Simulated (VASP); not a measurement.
SnSe2, 3 atoms in the cell. It takes space group P-3m1 (No. 164, trigonal). The conventional cell has a = 3.480 Å, b = 3.480 Å, c = 6.148 Å, α = 90.00°, β = 90.00°, γ = 120.00°. Sn (site symmetry -3m) has 6 Se at 2.59 Å and 6 Sn at 3.48 Å within 3.5 Å. Se (site symmetry 3m) has 3 Sn at 2.59 Å and 9 Se at 3.48 to 3.52 Å within 3.6 Å. 

| Quantity | Value |
| --- | --- |
| Program | VASP 6.6.1 |
| Task | single point |
| Functional | PBE |
| Dispersion | D3(BJ) |
| Potentials or basis | VASP PAW PBE potentials, release 64 (Sn_d, Se) |
| Cutoff | 500 eV |
| k mesh | 12 × 12 × 6 |
| Occupations | gaussian, width 0.03 eV |
| Spin | no spin polarisation |
| Dipole correction | no |
| Further INCAR settings | ALGO = Normal; EDIFF = 1e-06; NBANDS = 20 |

Potentials or basis: VASP PAW PBE potentials, release 64 (Sn_d, Se).

The run is started by

```console
$ cat potpaw_PBE.64/Sn_d/POTCAR potpaw_PBE.64/Se/POTCAR > POTCAR
$ mpirun -np 1 vasp_std > vasp.out
```

Hardware: 1 thread of AMD EPYC 9R45 96-Core Processor (Zen 5) (shared host).

Question: How long does it take, and how much memory?

Answer: It took 69 s on 1 thread of AMD EPYC 9R45 96-Core Processor (Zen 5) (shared host), peak memory 0.24 GiB. Counts: scf iterations 13, k points 100.
